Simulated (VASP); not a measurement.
Here is a VASP 6.6.1 calculation.

Contents of POSCAR:

```
As2P2O7
1.0
    3.5249420000      4.1915160000      0.0000000000
    3.5249420000     -4.1915160000      0.0000000000
    1.5267380000      0.0000000000     -4.4719630000
P O As
2 7 2
Direct
    0.1998000000      0.1998000000      0.0883000000
    0.8002000000      0.8002000000      0.9117000000
    0.0000000000      0.0000000000      0.0000000000
    0.3568000000      0.0502000000      0.2708000000
    0.9498000000      0.6432000000      0.7292000000
    0.6432000000      0.9498000000      0.7292000000
    0.0502000000      0.3568000000      0.2708000000
    0.3759000000      0.3759000000      0.7839000000
    0.6241000000      0.6241000000      0.2161000000
    0.3122000000      0.6878000000      0.5000000000
    0.6878000000      0.3122000000      0.5000000000
```

INCAR.step1

```
SYSTEM = As2P2O7
PREC = Accurate
ENCUT = 520
ISMEAR = -1
SIGMA = 0.1422
LREAL = .FALSE.
LASPH = .TRUE.
NELM = 100
NBANDS = 42
GGA = PE
ALGO = Normal
EDIFF = 1E-4
LWAVE = .TRUE.
LCHARG = .FALSE.
```

The input INCAR.step2:

```
SYSTEM = As2P2O7
PREC = Accurate
ENCUT = 520
EDIFF = 1E-7
ISMEAR = -1
SIGMA = 0.1422
LREAL = .FALSE.
LASPH = .TRUE.
NELM = 100
ALGO = Normal
ISIF = 2
LWAVE = .FALSE.
LCHARG = .TRUE.
METAGGA = R2SCAN
LMIXTAU = .TRUE.
LELF = .TRUE.
LVHAR = .TRUE.
NBANDS = 42
ISTART = 1
```

KPOINTS

```
regular mesh
0
G
  5 5 6
  0 0 0
```

Potentials or basis: VASP PAW PBE potentials, release 64 (P, O, As).

Run with:

```console
$ cat potpaw_PBE.64/P/POTCAR potpaw_PBE.64/O/POTCAR potpaw_PBE.64/As/POTCAR > POTCAR
$ cp INCAR.step1 INCAR
$ mpirun -np 1 vasp_std > vasp.out
$ cp INCAR.step2 INCAR
$ mpirun -np 1 vasp_std > vasp.out
```

**Question.** Estimate the pressure.

**Answer.** 7.2 GPa.

**Question.** What does it give for the largest force?

**Answer.** 3.194 eV/Å.

**Question.** Predict the band gap on the k mesh.

**Answer.** Zero (bands 31 and 32 overlap by 0.22 eV).

Forces on the atoms (eV/Å):
```
P    0.405  0.000 -0.469
P   -0.405  0.000  0.469
O    0.000  0.000  0.000
O   -0.419 -1.985  1.431
O    0.419 -1.985 -1.431
O    0.419  1.985 -1.431
O   -0.419  1.985  1.431
O   -1.786  0.000 -2.648
O    1.786  0.000  2.648
As   0.000 -1.854  0.000
As   0.000  1.854  0.000
```

Caveat: the stress differs along the axes, from 3 to 10 GPa; the PAW data sets were made with another functional, which shifts forces and pressure a little.
